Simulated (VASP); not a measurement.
# Li: relaxation of cell and atoms with PBE

The system is Li.

```
Li
1.0
     0.00000    2.94700    2.94700
     2.94700    0.00000    2.94700
     2.94700    2.94700    0.00000
Li
2
Direct
  0.50000 0.50000 0.50000
  0.75000 0.75000 0.75000
```

This isn't the form of Li at room conditions, which is bcc.

```yaml
Program: VASP 6.6.1
Task: relaxation of cell and atoms
Functional: PBE
Potentials_or_basis: VASP PAW PBE potentials, release 64 (Li_sv)
Cutoff: 600 eV
k_mesh: 16 × 16 × 16
Occupations: gaussian, width 0.1 eV
Spin: no spin polarisation
Dipole_correction: no
Further_INCAR_settings: ALGO = Fast; EDIFF = 1e-06; IBRION = 2; EDIFFG = -0.01; NSW = 100; ISIF = 3
```

The relaxed volume is 25.36 Å³/atom. The relaxed cell is a = 4.155 Å, b = 4.155 Å, c = 4.155 Å, α = 60.00°, β = 60.00°, γ = 60.00° and the space group after relaxing (to 0.1 Å) is Fd-3m (No. 227). The energy gained by relaxing is 0.1 meV/atom and the ionic steps are 3. The pressure after relaxing is -0.1 GPa and the band gap on the k mesh is zero (bands 3 and 4 overlap by 0.92 eV).

The path:
```
step  energy change (eV)  largest force (eV/Å)  pressure (GPa)  volume (Å³)
   1              0.0000                0.0000           -0.10        51.19
   2             -0.0001                0.0000           -0.10        51.07
   3             -0.0002                0.0000           -0.06        50.72
```

Final structure:
```yaml
crystal:
  lattice:
    - [0.00000, 2.93800, 2.93800]
    - [2.93800, 0.00000, 2.93800]
    - [2.93800, 2.93800, 0.00000]
  atoms:
    - { symbol: Li, position: [0.50000, 0.50000, 0.50000] }
    - { symbol: Li, position: [0.75000, 0.75000, 0.75000] }
```

Levels at points of the mesh, in eV from the Fermi level:
| k point | band 1 | band 2 | band 3 | band 4 | band 5 | band 6 | band 7 |
| --- | --- | --- | --- | --- | --- | --- | --- |
| (0.00, 0.00, 0.00) | -47.77 | -47.69 | -3.36 | 5.60 | 5.60 | 5.60 | 6.72 |
| (0.50, 0.00, 0.00) | -47.75 | -47.71 | -1.23 | -0.32 | 4.23 | 4.23 | 7.05 |
| (0.50, 0.50, 0.00) | -47.73 | -47.73 | 0.09 | 0.09 | 2.23 | 2.23 | 5.70 |

Wall time 2.2 min on 1 thread of Intel(R) Xeon(R) Platinum 8488C (Sapphire Rapids) (shared host), peak memory 0.22 GiB.

Caveat: the cutoff is under 1.25 times the usual one of these potentials, so pressure, stress and relaxed cells hold a basis-set (Pulay) error.
